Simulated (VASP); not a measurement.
Runs of VASP 6.6.1 on RuBrF3. The structure is that of space group Pm-3m (No. 221), or close to it. The cells are those of the table. The cell was built from a structure type or drawn by symmetry, and may not be a known phase.

```csv
task,cell,k mesh,cutoff (eV),gap on the mesh (eV),pressure (GPa),moment (μB)
single point,"a = 4.175 Å, 5 atoms",4 × 4 × 4,520,none,(b),3.28
relaxation of cell and atoms,"relaxed from a = 4.056 Å, 5 atoms",4 × 4 × 4,600,none,0.0,0.00
single point,"a = 4.056 Å, 5 atoms",4 × 4 × 4,520,none,(a),3.18
single point,"a = 4.191 Å, 5 atoms",10 × 10 × 10,520,none,0.0,3.53
```

Alike in all rows: level PBE; potentials or basis VASP PAW PBE potentials, release 64 (Ru_pv, Br, F); spin collinear, ferromagnetic start; smearing gaussian 0.1 eV.

Problem. Estimate the missing entries.

Solution. (a) 10.4; (b) 0.1.

Caveats: some runs use coarse meshes.

A k mesh can miss the band edges, and the runs leave out spin-orbit coupling on Br, Ru.

A gap of «none» marks levels without a gap at the run's occupations.
